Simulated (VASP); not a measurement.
Set up this calculation in VASP 6.6.1, as the native input.

| Property | Result |
| --- | --- |
| Task | single point |
| Functional | PBE |
| Potentials or basis | VASP PAW PBE potentials, release 64 (Sb, Mn_pv) |
| Cutoff | 520 eV |
| k mesh | 6 × 6 × 4 |
| Occupations | fermi-dirac, width 0.05 eV |
| Spin | collinear spin, ferromagnetic start |
| Starting moments | [0.0, 0.0, 3.0, 3.0] μB |
| Fixed moment | 6 μB |
| Dipole correction | no |
| Further INCAR settings | ALGO = Normal; EDIFF = 1e-06; NBANDS = 30 |

The structure of MnSb lies in POSCAR:

```
MnSb
1.0
    4.1500000000      0.0000000000      0.0000000000
   -2.0750000000      3.5940054257      0.0000000000
    0.0000000000      0.0000000000      5.7800000000
Sb Mn
2 2
Direct
    0.6666666667      0.3333333333      0.7500000000
    0.3333333333      0.6666666667      0.2500000000
    0.0000000000      0.0000000000      0.5000000000
    0.0000000000      0.0000000000      0.0000000000
```

These files were run (other wordings do the same):

INCAR

```
PREC = Accurate
ENCUT = 520
EDIFF = 1E-6
ISMEAR = -1
SIGMA = 0.05
LREAL = F
LASPH = T
NELM = 150
ALGO = Normal
ISIF = 2
LWAVE = F
LCHARG = F
ISPIN = 2
MAGMOM = 0 0 3 3
LORBIT = 11
NUPDOWN = 6.0
LMAXMIX = 4
GGA = PE
NBANDS = 30
```

KPOINTS

```
regular mesh
0
Gamma
  6 6 4
```

Potentials or basis: VASP PAW PBE potentials, release 64 (Sb, Mn_pv).

Command:

```bash
$ cat potpaw_PBE.64/Sb/POTCAR potpaw_PBE.64/Mn_pv/POTCAR > POTCAR
$ mpirun -np 1 vasp_std > vasp.out
```

It gave:

The pressure is -5.8 GPa. The net moment is 6.00 μB per cell, the site moments are Sb -0.16; Mn +3.15 μB and the valence electrons inside the program's atomic spheres are Sb 2.43; Mn 11.53.

Caveat: the cell stands under tension; the total moment is fixed, so each spin has its own Fermi level; only a ferromagnetic start was run, and an antiferromagnetic order may lie lower in energy.

Wall time 52 s on 1 thread of Intel(R) Xeon(R) 6975P-C (Granite Rapids) (shared host), peak memory 0.29 GiB.
